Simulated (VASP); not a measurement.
Rh, 4 atoms in the cell. Symmetry: P6_3/mmc, No. 194, hexagonal system. The conventional cell has a = 2.692 Å, b = 2.692 Å, c = 8.798 Å, α = 90.00°, β = 90.00°, γ = 120.00°. Rh (site symmetry -3m) has 12 Rh at 2.69 Å within 3.5 Å. Within 3.5 Å of Rh (site symmetry -6m2) lie 12 Rh at 2.69 Å. 

```yaml
Program: VASP 6.6.1
Task: single point
Functional: PBEsol
Potentials_or_basis: VASP PAW PBE potentials, release 64 (Rh_pv)
Cutoff: 520 eV
k_mesh: 9 × 9 × 3
Occupations: methfessel-paxton, width 0.1 eV
Spin: no spin polarisation
Dipole_correction: no
Further_INCAR_settings: ALGO = Normal; EDIFF = 1e-07; NBANDS = 38
```

Potentials or basis: VASP PAW PBE potentials, release 64 (Rh_pv).

The run is started by

```bash
$ cat potpaw_PBE.64/Rh_pv/POTCAR > POTCAR
$ mpirun -np 1 vasp_std > vasp.out
```

Hardware: 1 thread of Intel(R) Xeon(R) 6975P-C (Granite Rapids), with other jobs on the host.

How long does it take, and how much memory?

Run time: 20 s on 1 thread of Intel(R) Xeon(R) 6975P-C (Granite Rapids), with other jobs on the host, peak memory 0.18 GiB. Counts: scf iterations 14, k points 24.
